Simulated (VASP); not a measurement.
# Cs (P6_3/mmc) in VASP: notebook, part 2 of 2

VASP 6.6.1. The steps go on from the part before.

## (3) Relaxation of cell and atoms, PBE, target pressure 0.71 GPa, at which the enthalpy is minimised

This run uses another cell than the first one: it holds 2 atoms, not 4.

Input file INCAR:

```
PREC     = Accurate       # precision mode
ENCUT    = 600            # plane-wave cutoff, eV
EDIFF    = 1E-7           # SCF threshold, eV
ISMEAR   = -1             # smearing method
SIGMA    = 0.1            # smearing width, eV
LREAL    = False          # projectors in reciprocal space
LASPH    = True           # aspherical terms in the spheres
NELM     = 100            # most SCF steps
ALGO     = Normal         # electronic algorithm
ISIF     = 3              # what is computed and relaxed
LWAVE    = False          # write WAVECAR
LCHARG   = False          # write CHGCAR
GGA      = PE             # functional
IBRION   = 2              # ionic algorithm
NSW      = 60             # ionic steps
EDIFFG   = -0.005         # ionic threshold
PSTRESS  = 7.1
```

Input file KPOINTS:

```
Automatic mesh
0
Gamma
  9 9 5
```

Input file POSCAR:

```
Cs
1.0
    5.0734706113      0.0000000000      0.0000000000
   -2.5367353057      4.3937544348      0.0000000000
    0.0000000000      0.0000000000      8.2190223903
Cs
2
Direct
    0.3333333333      0.6666666667      0.2500000000
    0.6666666667      0.3333333333      0.7500000000
```

Potentials or basis: VASP PAW PBE potentials, release 64 (Cs_sv).

The run is started by

```console
$ cat potpaw_PBE.64/Cs_sv/POTCAR > POTCAR
$ mpirun -np 1 vasp_std > vasp.out
```

OUTCAR:

```text
PREC = Accurate
   ENCUT = 600
   EDIFF = 1E-7
   ISMEAR = -1
   LREAL = False
   LASPH = True
   NELM = 100
   ISIF = 3
   GGA = PE
   IBRION = 2
   NSW = 60
   EDIFFG = -0.005
   PSTRESS = 7.1

 ion  position               nearest neighbor table
   1  0.333  0.667  0.250-
   2  0.667  0.333  0.750-

  LATTYP: Found a hexagonal cell.
 ALAT       =     5.0734706113
 C/A-ratio  =     1.6200000000

  Lattice vectors:

 A1 = (   5.0734706113,   0.0000000000,   0.0000000000)
 A2 = (  -2.5367353057,   4.3937544348,   0.0000000000)
 A3 = (   0.0000000000,   0.0000000000,   8.2190223903)

Analysis of symmetry for initial positions (statically):
=====================================================================
 Subroutine PRICEL returns:
 Original cell was already a primitive cell.

 Routine SETGRP: Setting up the symmetry group for a
 hexagonal supercell.

 Subroutine GETGRP returns: Found 24 space group operations
 (whereof 12 operations were pure point group operations)
 out of a pool of 24 trial point group operations.

The static configuration has the point symmetry D_3d.
 The point group associated with its full space group is D_6h.

Analysis of symmetry for dynamics (positions and initial velocities):
=====================================================================
 Subroutine PRICEL returns:
 Original cell was already a primitive cell.

 Routine SETGRP: Setting up the symmetry group for a
 hexagonal supercell.

 Subroutine GETGRP returns: Found 24 space group operations
 (whereof 12 operations were pure point group operations)
 out of a pool of 24 trial point group operations.

The dynamic configuration has the point symmetry D_3d.
 The point group associated with its full space group is D_6h.

[... 130 lines left out ...]
 non-spin polarized calculation
  energy-cutoff  :      600.00
  volume of cell :      183.22
 maximum number of plane-waves:      6150
 NGX is ok and might be reduce to    42

--------------------------------------- Ionic step        1  -------------------------------------------

 number of electron      18.0000000 magnetization

 Free energy of the ion-electron system (eV)
  ---------------------------------------------------
  ext. energy  EPLUGINS =         0.00000000
  ---------------------------------------------------
  free energy    TOTEN  =        -1.64875381 eV

  energy without entropy =       -1.56811346  energy(sigma->0) =       -1.60843364

------------------------ aborting loop because EDIFF is reached ----------------------------------------

  FORCE on cell =-STRESS in cart. coord.  units (eV):
  Direction    XX          YY          ZZ          XY          YZ          ZX
  --------------------------------------------------------------------------------------
  -------------------------------------------------------------------------------------
  Total        0.7906964      0.7906964      0.8434434     -0.0000000      0.0000000      0.0000000
  in kB        6.9144755      6.9144755      7.3757370     -0.0000000      0.0000000      0.0000000
  external PRESSURE =      -0.0317706 kB  Pullay stress =       7.1000000 kB
[... 139 lines left out ...]
--------------------------------------- Ionic step        5  -------------------------------------------

 number of electron      18.0000001 magnetization

 Free energy of the ion-electron system (eV)
  ---------------------------------------------------
  ext. energy  EPLUGINS =         0.00000000
  ---------------------------------------------------
  free energy    TOTEN  =        -1.64737421 eV

  energy without entropy =       -1.56680497  energy(sigma->0) =       -1.60708959

 E-fermi :   1.0967     XC(G=0):  -6.0190

 val. band max:        1.0339888553   @ k =   0.3333  -0.0000   0.4000
 cond. band min:       1.1175850422   @ k =   0.1111   0.1111   0.2000
 fundamental gap:      0.0835961869
 Fermi energy:         1.0967460433

 k-point     1 :       0.0000    0.0000    0.0000
  band No.  band energies     occupation
      1     -22.6546      2.00000
      2     -22.6368      2.00000
      3      -9.6344      2.00000
      4      -9.3825      2.00000
      5      -9.3825      2.00000
      6      -9.3449      2.00000
      7      -9.3449      2.00000
      8      -9.3442      2.00000
      9      -0.8075      2.00000
     10       0.9756      1.54097
     11       2.1439      0.00006
     12       3.5930      0.00000
     13       3.5930      0.00000
[... 354 lines left out ...]
  band No.  band energies     occupation
      1     -22.6322      2.00000
      2     -22.6322      2.00000
      3      -9.5532      2.00000
      4      -9.5455      2.00000
      5      -9.5455      2.00000
      6      -9.4825      2.00000
      7      -9.4275      2.00000
      8      -9.4275      2.00000
      9       1.8232      0.00140
     10       1.8407      0.00117
     11       1.8407      0.00117
     12       1.8830      0.00077
     13       2.7061      0.00000

 [... further k-points ...]

------------------------ aborting loop because EDIFF is reached ----------------------------------------

  FORCE on cell =-STRESS in cart. coord.  units (eV):
  Direction    XX          YY          ZZ          XY          YZ          ZX
  --------------------------------------------------------------------------------------
  -------------------------------------------------------------------------------------
  Total        0.8185118      0.8185118      0.8195906     -0.0000000      0.0000000      0.0000000
  in kB        7.1713567      7.1713567      7.1808087     -0.0000000      0.0000000      0.0000000
  external PRESSURE =       0.0745073 kB  Pullay stress =       7.1000000 kB
[... 21 lines left out ...]
  energy  without entropy=       -1.5668049665  energy(sigma->0) =       -1.60708959

  enthalpy is  TOTEN    =        -0.8370068158 eV   P V=        0.8103673968

 reached required accuracy - stopping structural energy minimisation
```

OSZICAR:

```text
N       E                     dE             d eps       ncg     rms          rms(c)
DAV:   1     0.142616601959E+03    0.14262E+03   -0.69236E+03   936   0.115E+03
DAV:   2     0.161993777852E+02   -0.12642E+03   -0.12328E+03  1444   0.188E+02
DAV:   3    -0.130135905767E+01   -0.17501E+02   -0.17134E+02  1211   0.753E+01
[... 46 lines left out ...]
DAV:   4    -0.164737715738E+01   -0.18079E-05   -0.24848E-05  1061   0.297E-02    0.115E-02
DAV:   5    -0.164737587682E+01    0.12806E-05   -0.92915E-07  1206   0.544E-03    0.832E-03
DAV:   6    -0.164737448849E+01    0.13883E-05   -0.10130E-05   971   0.215E-02    0.754E-03
DAV:   7    -0.164737414569E+01    0.34280E-06   -0.14646E-06  1051   0.749E-03    0.282E-03
DAV:   8    -0.164737421259E+01   -0.66898E-07   -0.18766E-07   758   0.256E-03
   5 F= -.83700682E+00 E0= -.79672219E+00  d E =-.164813E-03
```

CONTCAR:

```text
Cs
   1.00000000000000
     5.0549445038675458   -0.0000000000078574    0.0000000000000000
    -2.5274722519903952    4.3777103551504117    0.0000000000000000
    -0.0000000000000000    0.0000000000000000    8.2636283678062963
  Cs
     2
Direct
     0.3333333332999970    0.6666666667000030    0.2500000000000000
     0.6666666667000030    0.3333333332999970    0.7500000000000000

  0.00000000E+00  0.00000000E+00  0.00000000E+00
  0.00000000E+00  0.00000000E+00  0.00000000E+00
```

Wall time 4 min (1 thread of Intel Xeon 6975P-C (Granite Rapids), shared host); peak memory 0.39 GiB.

Results:

```
Free energy                                                : -1.6474 eV
Relaxed volume                                             : 91.43 Å³/atom
Relaxed cell                                               : a = 5.055 Å, b = 5.055 Å, c = 8.264 Å, α = 90.00°, β = 90.00°, γ = 120.00°
Space group after relaxing (to 0.1 Å)                      : P6_3/mmc (No. 194)
Energy change on relaxing (the run minimises the enthalpy) : +0.7 meV/atom
Ionic steps                                                : 5
Pressure after relaxing                                    : 0.7 GPa
Band gap on the k mesh                                     : zero (bands 9 and 10 overlap by 1.64 eV)
```

The path:
| step | energy change (eV) | largest force (eV/Å) | pressure (GPa) | volume (Å³) |
| --- | --- | --- | --- | --- |
| 1 | 0.0000 | 0.0000 | 0.71 | 183.22 |
| 2 | 0.0002 | 0.0000 | 0.71 | 183.17 |
| 3 | 0.0007 | 0.0000 | 0.71 | 183.02 |
| 4 | 0.0020 | 0.0000 | 0.72 | 182.72 |
| 5 | 0.0014 | 0.0000 | 0.72 | 182.87 |

Final structure:
```yaml
crystal:
  lattice:
    - [5.05494, 0.00000, 0.00000]
    - [-2.52747, 4.37771, 0.00000]
    - [0.00000, 0.00000, 8.26363]
  atoms:
    - { symbol: Cs, position: [0.33333, 0.66667, 0.25000] }
    - { symbol: Cs, position: [0.66667, 0.33333, 0.75000] }
```

Caveat: the cell is relaxed towards a set pressure, so the run minimises the enthalpy, not the energy; spin-orbit coupling is left out, which moves the levels of the heavy elements.
